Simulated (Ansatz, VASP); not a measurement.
Given: the input of a run of Ansatz 0.2.0 on SnSe.

Contents of input.yaml:

```yaml
crystal:
  lattice:
    - [11.42, 0.0, 0.0]
    - [0.0, 4.19, 0.0]
    - [0.0, 0.0, 4.46]
  atoms:
    - { symbol: Sn, position: [0.875319, 0.750136, 0.909917] }
    - { symbol: Sn, position: [0.625573, 0.245577, 0.411067] }
    - { symbol: Sn, position: [0.372862, 0.74919, 0.594626] }
    - { symbol: Sn, position: [0.126562, 0.262525, 0.085466] }
    - { symbol: Se, position: [0.644788, 0.763149, 0.988797] }
    - { symbol: Se, position: [0.855879, 0.259538, 0.484441] }
    - { symbol: Se, position: [0.142949, 0.754527, 0.509093] }
    - { symbol: Se, position: [0.360492, 0.231356, 0.011672] }
hamiltonian:
  xc: pbe
  pseudopotentials: { kind: paw }
kpoints:
  mp_grid: { grid: [3, 6, 6] }
scf:
  occupations: { method: fermi_dirac, width: 0.05 }
output:
  forces: true
  stress: true
  eigenvalues: true
```

Potentials or basis: Ansatz PAW.

Launch:

```console
$ ansatz run input.yaml --threads 4 --pin off --max-ram 10240MiB --backend cpu --events-out ev --progress --plain --runs-dir out
```

Task: Set up the same calculation for VASP 6.6.1. Potentials there: VASP PAW PBE potentials, release 64 (Sn_d, Se).

Result: As run (the cutoff follows the program's own potentials):

Contents of INCAR:

```
SYSTEM = SnSe
PREC     = Accurate       ! precision mode
ENCUT    = 520            ! plane-wave cutoff, eV
EDIFF    = 1E-6           ! SCF threshold, eV
ISMEAR   = -1             ! smearing method
SIGMA    = 0.05           ! smearing width, eV
LREAL    = .False.        ! projectors in reciprocal space
LASPH    = .True.         ! aspherical terms in the spheres
NELM     = 60             ! most SCF steps
ALGO     = Normal         ! electronic algorithm
ISIF     = 2              ! what is computed and relaxed
LWAVE    = .False.        ! write WAVECAR
LCHARG   = .True.         ! write CHGCAR
GGA      = PE             ! functional
LELF     = .True.         ! ELF
LVHAR    = .True.       
NBANDS   = 50             ! bands
```

The input KPOINTS:

```
Automatic mesh
0
Gamma
  3 6 6
  0 0 0
```

Contents of POSCAR:

```
SnSe
1.0
   11.4200000000      0.0000000000      0.0000000000
    0.0000000000      4.1900000000      0.0000000000
    0.0000000000      0.0000000000      4.4600000000
Sn Se
4 4
Direct
    0.8753190000      0.7501360000      0.9099170000
    0.6255730000      0.2455770000      0.4110670000
    0.3728620000      0.7491900000      0.5946260000
    0.1265620000      0.2625250000      0.0854660000
    0.6447880000      0.7631490000      0.9887970000
    0.8558790000      0.2595380000      0.4844410000
    0.1429490000      0.7545270000      0.5090930000
    0.3604920000      0.2313560000      0.0116720000
```

Potentials or basis: VASP PAW PBE potentials, release 64 (Sn_d, Se).

Run with:

```sh
$ cat potpaw_PBE.64/Sn_d/POTCAR potpaw_PBE.64/Se/POTCAR > POTCAR
$ mpirun -np 1 vasp_std > vasp.out
```

Both were run:

|  | VASP | Ansatz | Ansatz less VASP |
| --- | --- | --- | --- |
| gap on the k mesh at the Fermi level (eV) | 0.59 | 0.60 | +0.005 |
| least direct gap on the mesh (eV) | 0.73 | 0.74 | +0.010 |
| pressure (GPa) | 3.2 | 3.1 | -0.04 |
| traceless stress, the component that is largest in VASP (GPa) | 2.26 | 2.23 | -0.028 |
| rms of the force components (eV/Å) | 0.301 | 0.292 | -0.0086 |

Atom by atom the forces differ by 0.010 eV/Å (rms over components). VASP's potentials hold 80 valence electrons a cell and Ansatz's 120, so a difference there can come from the potentials and not from the codes.

Noted on Ansatz's run: odd divisions of the mesh miss points on the zone boundary, where band edges often lie, so the gap on the mesh can be too wide.
